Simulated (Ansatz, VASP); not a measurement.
One calculation of TlB8, two programs

File INCAR:

```
SYSTEM = TlB8
PREC = Accurate ; ENCUT = 500
EDIFF = 1E-6 ; ISMEAR = 0
SIGMA = 0.1 ; LREAL = .False.
LASPH = .True. ; NELM = 120
ALGO = Normal ; ISIF = 2
LWAVE = .False. ; LCHARG = .False.
GGA = PE ; NBANDS = 28
GGA_COMPAT = .False.
```

Contents of KPOINTS:

```
Automatic mesh
0
Gamma
  14 14 14
  0 0 0
```

Contents of POSCAR:

```
TlB8
1.0
   -3.7864381377      3.7864381377      1.5061774238
    3.7864381377     -3.7864381377      1.5061774238
    3.7864381377      3.7864381377     -1.5061774238
Tl B
1 8
Direct
    0.0000000000      0.0000000000      0.0000000000
    0.2233870573      0.2233870573      0.4467741146
    0.7766129427      0.7766129427      0.5532258854
    0.2233870573      0.7766129427      0.0000000000
    0.7766129427      0.2233870573      0.0000000000
    0.3823051922      0.0000000000      0.3823051922
    0.6176948078      0.0000000000      0.6176948078
    0.0000000000      0.6176948078      0.6176948078
    0.0000000000      0.3823051922      0.3823051922
```

Input for Ansatz:

```yaml
crystal:
  lattice:
    - [-3.7864381377, 3.7864381377, 1.5061774238]
    - [3.7864381377, -3.7864381377, 1.5061774238]
    - [3.7864381377, 3.7864381377, -1.5061774238]
  atoms:
    - { symbol: Tl, position: [0.0, 0.0, 0.0] }
    - { symbol: B, position: [0.2233870573, 0.2233870573, 0.4467741146] }
    - { symbol: B, position: [0.7766129427, 0.7766129427, 0.5532258854] }
    - { symbol: B, position: [0.2233870573, 0.7766129427, 0.0] }
    - { symbol: B, position: [0.7766129427, 0.2233870573, 0.0] }
    - { symbol: B, position: [0.3823051922, 0.0, 0.3823051922] }
    - { symbol: B, position: [0.6176948078, 0.0, 0.6176948078] }
    - { symbol: B, position: [0.0, 0.6176948078, 0.6176948078] }
    - { symbol: B, position: [0.0, 0.3823051922, 0.3823051922] }
basis:
  ecutwfc: 420
kpoints:
  mp_grid: { grid: [14, 14, 14] }
  band_path:
    path:
      - [[0.0, 0.0, 0.0], [0.0, 0.0, 0.5], [-0.5, 0.5, 0.5], [0.0, 0.0, 0.0], [0.28955766, 0.28955766, -0.28955766]]
      - [[-0.28955766, 0.71044234, 0.28955766], [-0.5, 0.5, 0.5]]
      - [[0.0, 0.0, 0.5], [0.25, 0.25, 0.25], [0.0, 0.5, 0.0], [0.0, 0.0, 0.0]]
    npoints: 14
hamiltonian:
  xc: pbe
scf:
  occupations: { method: gaussian, width: 0.1 }
  n_extra_bands: 22
output:
  forces: true
  stress: true
  eigenvalues: true
  populations: true
  dos: { projected: true, de: 0.02, nscf_kmesh: { grid: [17, 17, 17] } }
  bader: true
  write_density: true
  write_potential: true
  elf: true
  volumetric_format: npy
```

Alike in both runs: task single point; functional PBE; k mesh 14 × 14 × 14; occupations gaussian, width 0.1 eV; no spin polarisation.

```csv
,VASP,Ansatz
version,VASP 6.6.1,Ansatz 0.2.0
potentials or method,"VASP PAW PBE potentials, release 64 (Tl_d, B), cutoff 500 eV","scalar-relativistic, plane waves, PAW"
valence electrons in the cell,37,37
```

VASP gave:

```
gap on the k mesh at the Fermi level (eV) : none
pressure (GPa)                            : 0.0
rms of the force components (eV/Å)        : 0.002
```

**Question.** Which values does Ansatz return?

**Answer.** gap on the k mesh at the Fermi level (eV): none; pressure (GPa): 0.0; rms of the force components (eV/Å): 0.004.

Atom by atom the forces differ by 0.002 eV/Å (rms over components). A gap of «none» marks a metal or a gap that the smearing closes. The functional is the same, so the differences come from potentials, cutoffs and numerics.

Spin-orbit coupling is off throughout.
